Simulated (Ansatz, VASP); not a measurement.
**Two plane-wave programs on C**

The input INCAR:

```
PREC     = Accurate       # precision mode
ENCUT    = 520            # plane-wave cutoff, eV
EDIFF    = 1E-6           # SCF threshold, eV
ISMEAR   = 0              # smearing method
SIGMA    = 0.05           # smearing width, eV
LREAL    = False          # projectors in reciprocal space
LASPH    = True           # aspherical terms in the spheres
NELM     = 60             # most SCF steps
ALGO     = Normal         # electronic algorithm
ISIF     = 2              # what is computed and relaxed
LWAVE    = False          # write WAVECAR
LCHARG   = False          # write CHGCAR
GGA      = PE             # functional
NBANDS   = 26             # bands
```

The input KPOINTS:

```
regular mesh
0
Gamma
  6 6 6
```

POSCAR

```
C
1.0
    3.5714750638      0.0000000000      0.0000000000
    0.0000000000     -3.5714750638      0.0000000000
    0.0000000000      0.0000000000     -3.5714750638
C
8
Direct
    0.5000000000      0.0000000000     -0.0104998633
    0.0000000000      0.5000000000      0.0000000000
    0.0000000000      0.0000000000      0.5000000000
    0.5000000000      0.5000000000      0.5000000000
    0.7500000000      0.7500000000      0.7500000000
    0.2500000000      0.2500000000      0.7500000000
    0.2500000000      0.7500000000      0.2500000000
    0.7500000000      0.2500000000      0.2500000000
```

Input for Ansatz:

```yaml
crystal:
  lattice:
    - [3.5714750638, 0.0, 0.0]
    - [0.0, -3.5714750638, 0.0]
    - [0.0, 0.0, -3.5714750638]
  atoms:
    - { symbol: C, position: [0.5, 0.0, -0.0104998633] }
    - { symbol: C, position: [0.0, 0.5, 0.0] }
    - { symbol: C, position: [0.0, 0.0, 0.5] }
    - { symbol: C, position: [0.5, 0.5, 0.5] }
    - { symbol: C, position: [0.75, 0.75, 0.75] }
    - { symbol: C, position: [0.25, 0.25, 0.75] }
    - { symbol: C, position: [0.25, 0.75, 0.25] }
    - { symbol: C, position: [0.75, 0.25, 0.25] }
basis:
  ecutwfc: 420
kpoints:
  mp_grid: { grid: [6, 6, 6] }
hamiltonian:
  xc: pbe
scf:
  occupations: { method: gaussian, width: 0.05 }
output:
  forces: true
  stress: true
  eigenvalues: true
```

Alike in both runs: task single point; functional PBE; k mesh 6 × 6 × 6; occupations gaussian, width 0.05 eV; no spin polarisation.

|  | VASP | Ansatz |
| --- | --- | --- |
| version | VASP 6.6.1 | Ansatz 0.2.0 |
| potentials or method | VASP PAW PBE potentials, release 64 (C), cutoff 520 eV | scalar-relativistic, plane waves, PAW |
| valence electrons in the cell | 32 | 32 |

VASP gave:

| Quantity | Value |
| --- | --- |
| gap on the k mesh at the Fermi level (eV) | 3.99 |
| least direct gap on the mesh (eV) | 4.44 |
| pressure (GPa) | 0.9 |
| traceless stress, the component that is largest in VASP (GPa) | 0.40 |
| rms of the force components (eV/Å) | 0.380 |

Task: Which values does Ansatz return?

Result: gap on the k mesh at the Fermi level (eV): 4.00; least direct gap on the mesh (eV): 4.45; pressure (GPa): 0.2; traceless stress, the component that is largest in VASP (GPa): 0.36; rms of the force components (eV/Å): 0.378.

Atom by atom the forces differ by 0.003 eV/Å (rms over components). The functional is the same, so the differences come from potentials, cutoffs and numerics.
